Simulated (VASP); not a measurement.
# CuF: single point with LDA

The system is CuF.

```
Cu F
1.0
     2.76254    0.00000    0.00000
    -1.38127    2.39243    0.00000
     0.00000    0.00000    6.40198
Cu F
2 2
Cartesian
  0.0000 0.0000 0.0000
  0.0000 0.0000 3.2010
  0.0000 1.5950 1.6005
  1.3813 0.7975 4.8015
```

```
Program             : VASP 6.6.1
Task                : single point
Functional          : LDA
Potentials or basis : VASP PAW LDA potentials, release 64 (Cu, F)
Cutoff              : 520 eV
k mesh              : 12 × 12 × 4
Occupations         : fermi-dirac, width 0.02 eV
Spin                : no spin polarisation
```

```json
{
  "Pressure": "-7.4 GPa",
  "Band gap on the k mesh": "zero (bands 18 and 19 overlap by 0.45 eV)"
}
```

Stress tensor (GPa, compression positive):
```
-7.04  0.00  0.00
 0.00 -7.04  0.00
 0.00  0.00 -8.06
```

Levels at points of the mesh, in eV from the Fermi level:
| k point | band 15 | band 16 | band 17 | band 18 | band 19 | band 20 | band 21 | band 22 |
| --- | --- | --- | --- | --- | --- | --- | --- | --- |
| (0.00, 0.00, 0.00) | -0.81 | -0.66 | -0.66 | -0.36 | -0.36 | 3.26 | 5.26 | 12.68 |
| (0.50, 0.00, 0.00) | -0.41 | -0.36 | -0.11 | 0.03 | 3.76 | 5.39 | 5.86 | 6.31 |
| (0.00, 0.00, 0.50) | -0.54 | -0.54 | -0.54 | -0.54 | 0.58 | 0.58 | 8.52 | 8.52 |
| (0.50, 0.00, 0.50) | -0.52 | -0.52 | -0.38 | -0.38 | 4.17 | 4.17 | 6.65 | 6.65 |

Wall time 34 s on 1 thread of Intel(R) Xeon(R) Platinum 8488C (Sapphire Rapids), with other jobs on the host, peak memory 0.17 GiB.

Caveat: the cell stands under tension; semilocal functionals underestimate gaps, and a narrow one can read as zero. With open d or f shells a metallic result of LDA can be an artefact of self-interaction; +U or a hybrid may open a gap.
